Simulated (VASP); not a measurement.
A run of VASP 6.6.1 is set up as follows.

The input INCAR:

```
PREC     = Accurate       # precision mode
ENCUT    = 600            # plane-wave cutoff, eV
EDIFF    = 1E-6           # SCF threshold, eV
ISMEAR   = 0              # smearing method
SIGMA    = 0.02           # smearing width, eV
LREAL    = F              # projectors in reciprocal space
LASPH    = T              # aspherical terms in the spheres
NELM     = 120            # most SCF steps
ALGO     = Normal         # electronic algorithm
ISIF     = 2              # what is computed and relaxed
LWAVE    = F              # write WAVECAR
LCHARG   = F              # write CHGCAR
GGA      = PE             # functional
NBANDS   = 11             # bands
GGA_COMPAT= F
```

File KPOINTS:

```
Automatic mesh
0
Gamma
  8 8 8
```

File POSCAR:

```
BeS
1.0
    0.0000000000      2.3461147500      2.3461147500
    2.3461147500      0.0000000000      2.3461147500
    2.3461147500      2.3461147500      0.0000000000
Be S
1 1
Direct
    0.0000000000      0.0000000000      0.0000000000
    0.7500000000      0.7500000000      0.7500000000
```

Potentials or basis: VASP PAW PBE potentials, release 64 (Be, S).

Run with:

```sh
$ cat potpaw_PBE.64/Be/POTCAR potpaw_PBE.64/S/POTCAR > POTCAR
$ mpirun -np 1 vasp_std > vasp.out
```

Question: Predict the pressure.

Answer: 13.4 GPa.

Question: Estimate the band gap on the k mesh.

Answer: 2.86 eV (least direct gap 5.60 eV).

Caveat: the cell differs from its parent crystal (strained); the cell stands under pressure. A k mesh can miss the band edges.
